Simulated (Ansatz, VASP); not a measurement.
BiTe: VASP beside Ansatz

```
Bi Te
1.0
     0.00000    3.23500    3.23500
     3.23500    0.00000    3.23500
     3.23500    3.23500    0.00000
Bi Te
1 1
Cartesian
  0.0000 0.0000 0.0000
  3.2350 3.2350 3.2350
```

Alike in both runs: task single point; functional PBE; dispersion D3(BJ); k mesh 4 × 4 × 4; occupations gaussian, width 0.1 eV; no spin polarisation.

|  | VASP | Ansatz |
| --- | --- | --- |
| version | VASP 6.6.1 | Ansatz 0.2.0 |
| potentials or method | VASP PAW PBE potentials, release 64 (Bi_d, Te) | scalar-relativistic, plane waves, PAW |
| plane-wave cutoff (eV) | 500 | 420 |
| valence electrons in the cell | 21 | 31 |

|  | VASP | Ansatz | Ansatz less VASP |
| --- | --- | --- | --- |
| gap on the k mesh at the Fermi level (eV) | none | none | - |
| pressure (GPa) | -1.6 | -1.6 | +0.05 |

A gap of «none» marks a metal or a gap that the smearing closes. VASP's potentials hold 21 valence electrons a cell and Ansatz's 31, so a difference there can come from the potentials and not from the codes.

The k mesh is coarse, so the values compare programs but aren't converged. Spin-orbit coupling is off throughout.
